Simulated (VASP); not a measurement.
A run of VASP 6.6.1:

The input INCAR:

```
SYSTEM = Tl
  PREC = Accurate
  ENCUT = 600
  EDIFF = 1E-6
  ISMEAR = -1
  SIGMA = 0.05
  LREAL = .FALSE.
  LASPH = .TRUE.
  NELM = 100
  ALGO = Normal
  ISIF = 3
  LWAVE = .FALSE.
  LCHARG = .FALSE.
  GGA = PS
  IBRION = 2
  NSW = 100
  EDIFFG = -0.01
```

The input KPOINTS:

```
regular mesh
0
G
  7 7 4
  0 0 0
```

Contents of POSCAR:

```
Tl
1.0
    3.4560000000      0.0000000000      0.0000000000
   -1.7280000000      2.9929837955      0.0000000000
    0.0000000000      0.0000000000      5.5250000000
Tl
2
Direct
    0.3513982333      0.7467358067      0.2337848200
    0.6997574067      0.2654217733      0.8133885700
```

Potentials or basis: VASP PAW PBE potentials, release 64 (Tl_d).

Run with:

```sh
$ cat potpaw_PBE.64/Tl_d/POTCAR > POTCAR
$ mpirun -np 1 vasp_std > vasp.out
```

Hardware: 1 thread of Intel(R) Xeon(R) 6975P-C (Granite Rapids), on a shared host.

Estimate the wall time of this run.

Run time: 15 min on 1 thread of Intel(R) Xeon(R) 6975P-C (Granite Rapids), on a shared host, peak memory 0.29 GiB. Counts: scf iterations 247, k points 99, ion steps 42.
